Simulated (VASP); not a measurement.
Write the native input for VASP 6.6.1 that does the following.

```
Task                   : molecular dynamics
Functional             : LDA
Potentials or basis    : VASP PAW LDA potentials, release 64 (Si)
Cutoff                 : 520 eV
k mesh                 : 2 × 2 × 2
Occupations            : fermi-dirac, width 0.24 eV
Spin                   : no spin polarisation
Dipole correction      : no
Further INCAR settings : LREAL = Auto; ALGO = Normal; EDIFF = 1e-05; NBANDS = 46; ISYM = 0; IBRION = 0; POTIM = 1.5; NSW = 40
```

The structure of Si lies in POSCAR:

```
Si
1.0
    0.0000000000      5.5190320000      5.5190320000
    5.5190320000      0.0000000000      5.5190320000
    5.5190320000      5.5190320000      0.0000000000
Si
16
Direct
    0.0000000000      0.0000000000      0.0000000000
    0.1250000000      0.1250000000      0.1250000000
    0.0000000000      0.0000000000      0.5000000000
    0.1250000000      0.1250000000      0.6250000000
    0.0000000000      0.5000000000      0.0000000000
    0.1250000000      0.6250000000      0.1250000000
    0.0000000000      0.5000000000      0.5000000000
    0.1250000000      0.6250000000      0.6250000000
    0.5000000000      0.0000000000      0.0000000000
    0.6250000000      0.1250000000      0.1250000000
    0.5000000000      0.0000000000      0.5000000000
    0.6250000000      0.1250000000      0.6250000000
    0.5000000000      0.5000000000      0.0000000000
    0.6250000000      0.6250000000      0.1250000000
    0.5000000000      0.5000000000      0.5000000000
    0.6250000000      0.6250000000      0.6250000000
```

These files were run (other wordings do the same):

INCAR

```
SYSTEM = Si
ALGO = Normal
EDIFF = 1E-5
ENCUT = 520
IBRION = 0
ISIF = 2
ISMEAR = -1
ISYM = 0
LANGEVIN_GAMMA = 20
LASPH = .TRUE.
LCHARG = .TRUE.
LREAL = Auto
LWAVE = .FALSE.
MDALGO = 3
NBANDS = 46
NELM = 60
NELMIN = 4
NSW = 40
POTIM = 1.5
PREC = Accurate
RANDOM_SEED = 96057 0 0
SIGMA = 0.24
TEBEG = 2800.0
TEEND = 2800.0
```

KPOINTS

```
k-points
0
G
  2 2 2
  0 0 0
```

Potentials or basis: VASP PAW LDA potentials, release 64 (Si).

Command:

```sh
$ cat potpaw_LDA.64/Si/POTCAR > POTCAR
$ mpirun -np 1 vasp_std > vasp.out
```

Wall time 27 min on 1 thread of Intel(R) Xeon(R) 6975P-C (Granite Rapids), on a shared host, peak memory 0.52 GiB.
